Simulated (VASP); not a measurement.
# W4O in VASP: relaxation of the atoms with PBE

Aim: the relaxation of the atoms of W4O with PBE.

Everything below comes from runs of VASP 6.6.1. Logs are shortened: lines on timing, memory, paths and dates and some standing lists are left out, and cuts for length are marked.

## 1. The cell of the first run

The cell holds a slab with vacuum, 5 atoms: a = 3.184 Å, b = 3.184 Å, c = 20.143 Å, α = 90.00°, β = 90.00°, γ = 90.00°.

## 2. Relaxation of the atoms, PBE

INCAR

```
  PREC = Accurate
  ENCUT = 520
  EDIFF = 1E-6
  ISMEAR = 0
  SIGMA = 0.1
  LREAL = False
  LASPH = True
  NELM = 100
  ALGO = Fast
  ISIF = 2
  LWAVE = False
  LCHARG = False
  LDIPOL = True
  IDIPOL = 3
  DIPOL = 0.5 0.5 0.356
  GGA = PE
  IBRION = 2
  NSW = 36
  EDIFFG = -0.025
```

KPOINTS

```
Automatic mesh
0
Gamma
  8 8 1
```

POSCAR

```
W4O
1.0
    3.1836991688      0.0000000000      0.0000000000
    0.0000000000      3.1836991688      0.0000000000
    0.0000000000      0.0000000000     20.1425775749
W O
4 1
Selective dynamics
Direct
    0.5000000000      0.5000000000      0.1985843165  F F F
    0.0000000000      0.0000000000      0.2776134069  F F F
    0.5000000000      0.5000000000      0.3599451800  F F F
    0.0000000000      0.0000000000      0.4290700901  F F F
    0.1250000000      0.1250000000      0.5144613462  F F T
```

Potentials or basis: VASP PAW PBE potentials, release 64 (W_sv, O).

Started as:

```bash
cat potpaw_PBE.64/W_sv/POTCAR potpaw_PBE.64/O/POTCAR > POTCAR
mpirun -np 1 vasp_std > vasp.out
```

OUTCAR:

```text
PREC = Accurate
   ENCUT = 520
   EDIFF = 1E-6
   ISMEAR = 0
   LREAL = False
   LASPH = True
   NELM = 100
   ISIF = 2
   GGA = PE
   IBRION = 2
   NSW = 36
   EDIFFG = -0.025

 ion  position               nearest neighbor table
   1  0.500  0.500  0.199-   2 2.76   2 2.76   2 2.76   2 2.76   3 3.25
   2  0.000  0.000  0.278-   1 2.76   1 2.76   1 2.76   1 2.76   3 2.80   3 2.80   3 2.80   3 2.80
                             4 3.05
   3  0.500  0.500  0.360-   4 2.65   4 2.65   4 2.65   4 2.65   2 2.80   2 2.80   2 2.80   2 2.80
                             1 3.25
   4  0.000  0.000  0.429-   5 1.81   3 2.65   3 2.65   3 2.65   3 2.65   2 3.05
   5  0.125  0.125  0.514-   4 1.81

  LATTYP: Found a simple tetragonal cell.
 ALAT       =     3.1836991688
 C/A-ratio  =     6.3267841925

  Lattice vectors:

 A1 = (   3.1836991688,   0.0000000000,   0.0000000000)
 A2 = (   0.0000000000,   3.1836991688,   0.0000000000)
 A3 = (   0.0000000000,   0.0000000000,  20.1425775749)

Analysis of symmetry for initial positions (statically):
=====================================================================
 Subroutine PRICEL returns:
 Original cell was already a primitive cell.

 Routine SETGRP: Setting up the symmetry group for a
 simple tetragonal supercell.

 Subroutine GETGRP returns: Found  2 space group operations
 (whereof  2 operations were pure point group operations)
 out of a pool of 16 trial point group operations.

The static configuration has the point symmetry C_1h.

Analysis of symmetry for dynamics (positions and initial velocities):
=====================================================================
 Subroutine PRICEL returns:
 Original cell was already a primitive cell.

 Routine SETGRP: Setting up the symmetry group for a
 simple tetragonal supercell.

 Subroutine GETGRP returns: Found  2 space group operations
 (whereof  2 operations were pure point group operations)
 out of a pool of 16 trial point group operations.

The dynamic configuration has the point symmetry C_1h.

Analysis of constrained symmetry for selective dynamics:
=====================================================================
 Subroutine PRICEL returns:
 Original cell was already a primitive cell.

 Routine SETGRP: Setting up the symmetry group for a
 simple tetragonal supercell.

 Subroutine GETGRP returns: Found  2 space group operations
 (whereof  2 operations were pure point group operations)
 out of a pool of 16 trial point group operations.

The constrained configuration has the point symmetry C_1h.

 Subroutine INISYM returns: Found  2 space group operations
 (whereof  2 operations are pure point group operations),
 and found     1 'primitive' translations

----------------------------------------------------------------------------------------

                                     Primitive cell

  volume of cell :     204.1640

  direct lattice vectors                    reciprocal lattice vectors
     3.183699169  0.000000000  0.000000000     0.314100029  0.000000000  0.000000000
     0.000000000  3.183699169  0.000000000     0.000000000  0.314100029  0.000000000
     0.000000000  0.000000000 20.142577575     0.000000000  0.000000000  0.049646079

  length of vectors
     3.183699169  3.183699169 20.142577575     0.314100029  0.314100029  0.049646079

  position of ions in fractional coordinates (direct lattice)
     0.500000000  0.500000000  0.198584317
     0.000000000  0.000000000  0.277613407
     0.500000000  0.500000000  0.359945180
     0.000000000  0.000000000  0.429070090
     0.125000000  0.125000000  0.514461346

  ion indices of the primitive-cell ions
   primitive index   ion index
                 1           1
                 2           2
                 3           3
                 4           4
                 5           5

----------------------------------------------------------------------------------------

 KPOINTS: Automatic mesh

Automatic generation of k-mesh.
 Grid dimensions read from file:
 generate k-points for:    8    8    1

 Generating k-lattice:

  Cartesian coordinates                     Fractional coordinates (reciprocal lattice)
     0.039262504  0.000000000  0.000000000     0.125000000  0.000000000  0.000000000
     0.000000000  0.039262504  0.000000000     0.000000000  0.125000000  0.000000000
     0.000000000  0.000000000  0.049646079     0.000000000  0.000000000  1.000000000

  Length of vectors
     0.039262504  0.039262504  0.049646079

  Shift w.r.t. Gamma in fractional coordinates (k-lattice)
     0.000000000  0.000000000  0.000000000

 Subroutine IBZKPT returns following result:
 ===========================================

 Found     21 irreducible k-points:

 Following reciprocal coordinates:
            Coordinates               Weight
  0.000000  0.000000  0.000000      1.000000
  0.125000  0.000000  0.000000      4.000000
  0.250000  0.000000  0.000000      4.000000
  0.375000  0.000000  0.000000      4.000000
  0.500000  0.000000  0.000000      2.000000
  0.125000  0.125000  0.000000      2.000000
[... 13 lines left out ...]
  0.500000  0.375000  0.000000      4.000000
  0.500000  0.500000  0.000000      1.000000
   k-points           NKPTS =     21   k-points in BZ     NKDIM =     21   number of bands    NBANDS=     37
   number of dos      NEDOS =    301   number of ions     NIONS =      5
   total plane-waves  NPLWV =  86400
   dimension x,y,z NGX =    24 NGY =   24 NGZ =  150
   dimension x,y,z NGXF=    48 NGYF=   48 NGZF=  300
   ions per type =               4   1
   NGX,Y,Z   is equivalent  to a cutoff of  12.53, 12.53, 12.38 a.u.
   NGXF,Y,Z  is equivalent  to a cutoff of  25.06, 25.06, 24.76 a.u.
 SYSTEM =  unknown system
   PREC   = accura    normal or accurate (medium, high low for compatibility)
   ISTART =      0    job   : 0-new  1-cont  2-samecut
   ICHARG =      2    charge: 1-file 2-atom 10-const
   ISPIN  =      1    spin polarized calculation?
   LNONCOLLINEAR =      F non collinear calculations
   LSORBIT =      F    spin-orbit coupling
   LASPH  =      T    aspherical Exc in radial PAW
   ENCUT  =  520.0 eV  38.22 Ry    6.18 a.u.   5.92  5.92 37.45*2*pi/ulx,y,z
   NELM   =    100;   NELMIN=  2; NELMDL= -5     # of ELM steps
   EDIFF  = 0.1E-05   stopping-criterion for ELM
   LREAL  =      F    real-space projection
   EDIFFG = -.3E-01   stopping-criterion for IOM
   NSW    =     36    number of steps for IOM
   IBRION =      2    ionic relax: 0-MD 1-quasi-New 2-CG
   NFREE  =      1    steps in history (QN), initial steepest desc. (CG)
   ISIF   =      2    stress and relaxation
   ISYM   =      2    0-nonsym 1-usesym 2-fastsym
   POTIM  = 0.5000    time-step for ionic-motion
   TEBEG  =    0.0;   TEEND  =   0.0 temperature during run
   PSTRESS=    0.0 pullay stress
   NELECT =      62.0000    total number of electrons
   NUPDOWN=      -1.0000    fix difference up-down
   EMIN   =  10.00;   EMAX   =-10.00  energy-range for DOS
   EFERMI =   0.00;   METHOD = LEGACY
   ISMEAR =     0;   SIGMA  =   0.10  broadening in eV -4-tet -1-fermi 0-gaus
   EFERMI_NEDOS =   21; number of points for ismear=-14 and -15
   IALGO  =     68    algorithm
   IMIX   =      4    mixing-type and parameters
     AMIX     =   0.40;   BMIX     =  1.00
     AMIX_MAG =   1.60;   BMIX_MAG =  1.00
  volume/ion in A,a.u.               =      40.83       275.55
  Fermi-wavevector in a.u.,A,eV,Ry     =   1.100388  2.079431 16.474654  1.210853
  Thomas-Fermi vector in A             =   2.236798
   LORBIT       =      0    0 simple, 1 ext, 2 COOP (PROOUT), +10 PAW based schemes
   GGA     = PE    functional components
   LHFCALC =     F    Hartree Fock is set to
   AEXX    =    0.0000 exact exchange contribution
   IVDW    =     0    specifies the selected vdW correction
   LEPSILON=     F    determine dielectric tensor
   LRPA    =     F    only Hartree local field effects (RPA)
 conjugate gradient relaxation of ions
 non-spin polarized calculation
 RMM-DIIS sequential band-by-band and
 Gauss-broadening in eV      SIGMA  =   0.10
  energy-cutoff  :      520.00
  volume of cell :      204.16
 maximum number of plane-waves:      5576
   NGX = 11   NGY = 11   NGZ = 75

 dipolmoment           0.000000      0.000000     -0.040345 electrons x Angstroem

--------------------------------------- Ionic step        1  -------------------------------------------

 number of electron      61.9999989 magnetization

 Free energy of the ion-electron system (eV)
  ---------------------------------------------------
  ext. energy  EPLUGINS =         0.00000000
  ---------------------------------------------------
  free energy    TOTEN  =       -54.45361709 eV

  energy without entropy =      -54.42327512  energy(sigma->0) =      -54.43844610

------------------------ aborting loop because EDIFF is reached ----------------------------------------

  FORCE on cell =-STRESS in cart. coord.  units (eV):
  Direction    XX          YY          ZZ          XY          YZ          ZX
  --------------------------------------------------------------------------------------
  -------------------------------------------------------------------------------------
  Total       -2.7905342     -2.7905342     -3.4094277     -0.0613123     -0.8349910     -0.8349920
  in kB      -21.8987252    -21.8987252    -26.7554944     -0.4811483     -6.5525943     -6.5526022
  external PRESSURE =     -23.5176483 kB  Pullay stress =       0.0000000 kB
[... 63 lines left out ...]
  energy  without entropy=      -54.4601232551  energy(sigma->0) =      -54.47536381

--------------------------------------- Ionic step        3  -------------------------------------------

 number of electron      61.9999988 magnetization

 dipolmoment           0.000000      0.000000      0.209416 electrons x Angstroem

 Free energy of the ion-electron system (eV)
  ---------------------------------------------------
  ext. energy  EPLUGINS =         0.00000000
  ---------------------------------------------------
  free energy    TOTEN  =       -54.55196566 eV

  energy without entropy =      -54.52149118  energy(sigma->0) =      -54.53672842

 E-fermi :  -0.3647     XC(G=0):  -5.7490

 val. band max:       -0.3752047443   @ k =   0.3750   0.0000   0.0000
 cond. band min:      -0.3552986951   @ k =   0.2500   0.1250   0.0000
 fundamental gap:      0.0199060491
 Fermi energy:        -0.3647482877

 k-point     1 :       0.0000    0.0000    0.0000
  band No.  band energies     occupation
      1     -74.2774      2.00000
      2     -74.2367      2.00000
      3     -74.1326      2.00000
      4     -73.8792      2.00000
      5     -38.9386      2.00000
      6     -38.6836      2.00000
[... 829 lines left out ...]
     36       3.0075      0.00000
     37       3.1302      0.00000

------------------------ aborting loop because EDIFF is reached ----------------------------------------

 vacuum level on the upper side and lower side of the slab       (xc-potential included)         1.811        -1.832

  FORCE on cell =-STRESS in cart. coord.  units (eV):
  Direction    XX          YY          ZZ          XY          YZ          ZX
  --------------------------------------------------------------------------------------
  -------------------------------------------------------------------------------------
  Total       -2.3042242     -2.3042242      1.2765246      0.1314409      0.0507926      0.0507942
  in kB      -18.0824061    -18.0824061     10.0175304      1.0314830      0.3985950      0.3986076
  external PRESSURE =      -8.7157606 kB  Pullay stress =       0.0000000 kB

 VOLUME and BASIS-vectors are now :
 -----------------------------------------------------------------------------
  energy-cutoff  :      520.00
  volume of cell :      204.16
      direct lattice vectors                 reciprocal lattice vectors
     3.183699169  0.000000000  0.000000000     0.314100029  0.000000000  0.000000000
     0.000000000  3.183699169  0.000000000     0.000000000  0.314100029  0.000000000
     0.000000000  0.000000000 20.142577575     0.000000000  0.000000000  0.049646079
[... 11 lines left out ...]
  FREE ENERGIE OF THE ION-ELECTRON SYSTEM (eV)
  ---------------------------------------------------
  free  energy   TOTEN  =       -54.5519656598 eV

  energy  without entropy=      -54.5214911750  energy(sigma->0) =      -54.53672842

 reached required accuracy - stopping structural energy minimisation

 vacuum level on the upper side and lower side of the slab         7.587         3.847
```

It took 22 min on 1 thread of Oxide Virtual Turin-like, shared host; peak memory 0.33 GiB.

Results:

| Item | Value |
| --- | --- |
| Free energy | -54.5520 eV |
| Energy gained by relaxing | 19.7 meV/atom |
| Ionic steps | 3 |
| Band gap on the k mesh | zero (bands 31 and 32 overlap by 2.11 eV) |

Step by step:
| step | energy change (eV) | largest force on free atoms (eV/Å) | pressure (GPa) |
| --- | --- | --- | --- |
| 1 | 0.0000 | 2.5632 | -2.35 |
| 2 | -0.0370 | 2.4860 | 0.45 |
| 3 | -0.0983 | 0.0022 | -0.87 |

Final structure:
```xyz
5
Lattice="3.1837 0.0000 0.0000 0.0000 3.1837 0.0000 0.0000 0.0000 20.1426" Properties=species:S:1:pos:R:3 pbc="T T T"
W     1.5918    1.5918    4.0000
W     0.0000    0.0000    5.5918
W     1.5918    1.5918    7.2502
W     0.0000    0.0000    8.6426
O     0.3980    0.3980   10.2905
```

Levels at points of the mesh, in eV from the Fermi level:
```csv
k point,band 28,band 29,band 30,band 31,band 32,band 33,band 34,band 35
"(0.00, 0.00, 0.00)",-0.71,-0.62,-0.53,-0.20,0.22,0.25,0.82,1.53
"(0.50, 0.00, 0.00)",-1.48,-0.75,-0.25,0.09,0.59,0.69,1.18,2.43
"(0.50, 0.50, 0.00)",-1.87,-0.69,-0.45,2.00,2.10,2.13,2.80,2.83
```

Caveat: spin-orbit coupling is left out, which moves the levels of the heavy elements.
